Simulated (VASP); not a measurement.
## I: relaxation of cell and atoms with PBEsol

Crystal: I.

```
I
1.0
     0.00000    2.36560    3.90984
     2.19225    0.00000    3.90984
     2.19225    2.36560    0.00000
I
1
Direct
  0.00000 0.00000 0.00000
```

```json
{
 "Program": "VASP 6.6.1",
 "Task": "relaxation of cell and atoms",
 "Functional": "PBEsol",
 "Potentials or basis": "VASP PAW PBE potentials, release 64 (I)",
 "Cutoff": "600 eV",
 "k mesh": "9 × 9 × 9",
 "Occupations": "fermi-dirac, width 0.05 eV",
 "Spin": "no spin polarisation",
 "Target pressure": "20 GPa",
 "Dipole correction": "no",
 "Further INCAR settings": "ALGO = Normal; EDIFF = 1e-06; IBRION = 2; EDIFFG = -0.01; NSW = 60; ISIF = 3"
}
```

```
Relaxed volume                                             : 24.80 Å³/atom
Relaxed cell                                               : a = 3.496 Å, b = 3.498 Å, c = 2.981 Å, α = 64.74°, β = 64.81°, γ = 50.45°
Space group after relaxing (to 0.1 Å)                      : I4/mmm (No. 139)
Energy change on relaxing (the run minimises the enthalpy) : +473.0 meV/atom
Ionic steps                                                : 25
Pressure after relaxing                                    : 20.0 GPa
Band gap on the k mesh                                     : zero (an odd number of electrons rules out a gap without spin polarisation)
```

Step by step:
```csv
step,energy change (eV),largest force (eV/Å),pressure (GPa),volume (Å³)
1,0.0000,0.0000,-1.41,40.55
2,6.6314,0.0000,197.83,16.34
3,0.2343,0.0000,12.41,30.78
4,0.3456,0.0000,16.24,29.56
5,0.4517,0.0000,19.70,28.64
6,0.5420,0.0000,23.56,24.40
7,0.5537,0.0000,23.87,24.31
8,0.3187,0.0000,13.96,26.30
9,0.4452,0.0000,19.48,25.08
10,0.4546,0.0000,19.65,24.98
11,0.4798,0.0000,20.16,24.75
12,0.4814,0.0000,20.20,24.74
13,0.4677,0.0000,19.77,24.85
14,0.4655,0.0000,19.70,24.87
15,0.4758,0.0000,20.24,24.78
16,0.4721,0.0000,20.05,24.81
17,0.4719,0.0000,20.04,24.81
18,0.4713,0.0000,20.02,24.82
19,0.4706,0.0000,19.95,24.82
20,0.4717,0.0000,19.87,24.81
21,0.4705,0.0000,19.91,24.82
22,0.4706,0.0000,19.90,24.82
23,0.4705,0.0000,19.91,24.82
24,0.4903,0.0000,20.61,24.66
25,0.4730,0.0000,19.99,24.80
```

Final structure:
```cif
data_structure
_symmetry_space_group_name_H-M 'P 1'
_symmetry_Int_Tables_number 1
_cell_length_a 3.4965
_cell_length_b 3.4983
_cell_length_c 2.9810
_cell_angle_alpha 64.743
_cell_angle_beta 64.807
_cell_angle_gamma 50.450
_cell_volume 24.80
loop_
_atom_site_label
_atom_site_type_symbol
_atom_site_fract_x
_atom_site_fract_y
_atom_site_fract_z
_atom_site_occupancy
I1 I 0.00000 0.00000 0.00000 1
```

Levels at points of the mesh, in eV from the Fermi level:
```csv
k point,band 1,band 2,band 3,band 4,band 5,band 6,band 7
"(0.00, 0.00, 0.00)",-16.69,0.39,1.97,1.98,7.65,7.90,10.40
```

Run time: 9.6 min on 1 thread of Intel(R) Xeon(R) Platinum 8259CL CPU @ 2.50GHz (Skylake/Cascade Lake), on a shared host, peak memory 0.24 GiB.

Caveat: the cell is relaxed towards a set pressure, so the run minimises the enthalpy, not the energy; the volume moved by over 15 % at a fixed basis, so the end points are rough; the PAW data sets were made with another functional, which shifts forces and pressure a little; spin-orbit coupling is left out, which moves the levels of the heavy elements; an odd number of electrons without spin polarisation forces a metal; a magnetic or distorted state may lie lower.
